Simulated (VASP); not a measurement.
Input of a VASP 6.6.1 run:

The input INCAR:

```
PREC = Accurate
ENCUT = 520
EDIFF = 1E-7
ISMEAR = -1
SIGMA = 0.08
LREAL = False
LASPH = True
NELM = 80
ALGO = Normal
ISIF = 2
LWAVE = False
LCHARG = False
GGA = PS
NBANDS = 28
```

File KPOINTS:

```
Automatic mesh
0
Gamma
  7 7 5
```

POSCAR

```
Ca
1.0
    3.8217393222      0.0000000000      0.0000000000
   -1.9108696611      3.3097233397      0.0000000000
    0.0000000000      0.0000000000     12.6281704572
Ca
4
Direct
    0.0000000000      0.0000000000      0.0000000000
    0.0000000000      0.0000000000      0.5000000000
    0.3333333333      0.6666666667      0.2500000000
    0.6666666667      0.3333333333      0.7500000000
```

Potentials or basis: VASP PAW PBE potentials, release 64 (Ca_sv).

Launch:

```sh
$ cat potpaw_PBE.64/Ca_sv/POTCAR > POTCAR
$ mpirun -np 1 vasp_std > vasp.out
```

Q: What does it give for the pressure?

A: 0.4 GPa.

Q: What does it give for the band gap on the k mesh?

A: Zero (band 20 reaches 2.26 eV, above the bottom of band 21 at 1.95 eV).

Caveat: the PAW data sets were made with another functional, which shifts forces and pressure a little.
